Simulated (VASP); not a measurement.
# KMgF3: single point with PBE

The system is KMgF3.

```
CELL_PARAMETERS angstrom
3.92422 0.00000 0.00000
0.00000 3.92422 0.00000
0.00000 0.00000 3.92422
ATOMIC_POSITIONS crystal
K 0.50000 0.50000 0.50000
Mg 0.00000 0.00000 0.00000
F 0.50000 0.00000 0.00000
F 0.00000 0.50000 0.00000
F 0.00000 0.00000 0.50000
```

```yaml
Program: VASP 6.6.1
Task: single point
Functional: PBE
Potentials_or_basis: VASP PAW PBE potentials, release 64 (K_sv, Mg, F)
Cutoff: 520 eV
k_mesh: 6 × 6 × 6
Occupations: gaussian, width 0.01 eV
Spin: no spin polarisation
Dipole_correction: no
Further_INCAR_settings: ALGO = Normal; EDIFF = 1e-06; NBANDS = 24
```

```json
{
  "Pressure": "7.6 GPa",
  "Band gap on the k mesh": "7.67 eV (least direct gap 7.99 eV)"
}
```

Levels at points of the mesh, in eV from the valence-band top:
```
           k point  band 13  band 14  band 15  band 16  band 17  band 18  band 19  band 20
(0.00, 0.00, 0.00)    -0.67    -0.32    -0.32    -0.32     7.67    10.14    10.14    12.35
(0.50, 0.00, 0.00)    -0.91    -0.91    -0.56    -0.56    10.42    10.94    11.24    12.98
(0.50, 0.50, 0.00)    -1.12    -0.93    -0.93    -0.02    11.19    11.93    13.04    13.04
(0.50, 0.50, 0.50)    -1.16     0.00     0.00     0.00    10.63    10.63    10.63    14.29
```

It took 35 s on 1 thread of Intel Xeon 8259CL, on a shared host, peak memory 0.18 GiB.

Caveat: the cell stands under pressure. A k mesh can miss the band edges.
